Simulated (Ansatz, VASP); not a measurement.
**Two plane-wave programs on Ga**

The input INCAR:

```
PREC     = Accurate       # precision mode
ENCUT    = 520            # plane-wave cutoff, eV
EDIFF    = 1E-6           # SCF threshold, eV
ISMEAR   = -1             # smearing method
SIGMA    = 0.1            # smearing width, eV
LREAL    = False          # projectors in reciprocal space
LASPH    = True           # aspherical terms in the spheres
NELM     = 80             # most SCF steps
ALGO     = Normal         # electronic algorithm
ISIF     = 2              # what is computed and relaxed
LWAVE    = False          # write WAVECAR
LCHARG   = False          # write CHGCAR
GGA      = B5             # functional
ALDAX    = 1.0          
AGGAX    = 1.0          
AGGAC    = 1.0          
ALDAC    = 0.0          
NBANDS   = 26             # bands
```

KPOINTS

```
regular mesh
0
Gamma
  9 9 11
```

The input POSCAR:

```
Ga
1.0
    4.9785741411      0.0000000000      0.0000000000
   -2.4892870706      4.3115716808      0.0000000000
    0.0000000000      0.0000000000      3.3608608717
Ga
3
Direct
    1.0000000000      1.0000000000      0.0000000000
    0.3333333333      0.6666666667      0.5000000000
    0.6666666667      0.3333333333      0.5000000000
```

Input for Ansatz:

```yaml
crystal:
  lattice:
    - [4.9785741411, 0.0, 0.0]
    - [-2.4892870706, 4.3115716808, 0.0]
    - [0.0, 0.0, 3.3608608717]
  atoms:
    - { symbol: Ga, position: [1.0, 1.0, 0.0] }
    - { symbol: Ga, position: [0.3333333333, 0.6666666667, 0.5] }
    - { symbol: Ga, position: [0.6666666667, 0.3333333333, 0.5] }
hamiltonian:
  xc: blyp
  pseudopotentials:
    kind: paw
    azcp:
      Ga: "pseudopotentials/Ga.paw.azcp"
basis:
  ecutwfc: 420
  fft_grid_basis: typed
kpoints:
  mp_grid: { grid: [9, 9, 11], shift: [0, 0, 0] }
magnetization:
  spin_polarized: false
scf:
  occupations: { method: fermi_dirac, width: 0.1 }
  lower_state_search: "off"
output:
  stress: true
  write_density: true
  write_potential: true
  elf: true
  volumetric_format: npy
```

Alike in both runs: task single point; functional BLYP; k mesh 9 × 9 × 11; occupations fermi-dirac, width 0.1 eV; no spin polarisation.

|  | VASP | Ansatz |
| --- | --- | --- |
| version | VASP 6.6.1 | Ansatz 0.2.0 |
| potentials or method | VASP PAW PBE potentials, release 64 (Ga_d), cutoff 520 eV | plane waves (420 eV) with PAW, scalar-relativistic |
| valence electrons in the cell | 39 | 39 |

Ansatz gave:

| Property | Result |
| --- | --- |
| pressure (GPa) | -1.7 |
| traceless stress, the component that is largest in VASP (GPa) | 0.08 |

Which values does VASP return?

Pressure (GPa): -1.6; traceless stress, the component that is largest in VASP (GPa): 0.08.

VASP's potentials were made for PBE, not for BLYP.
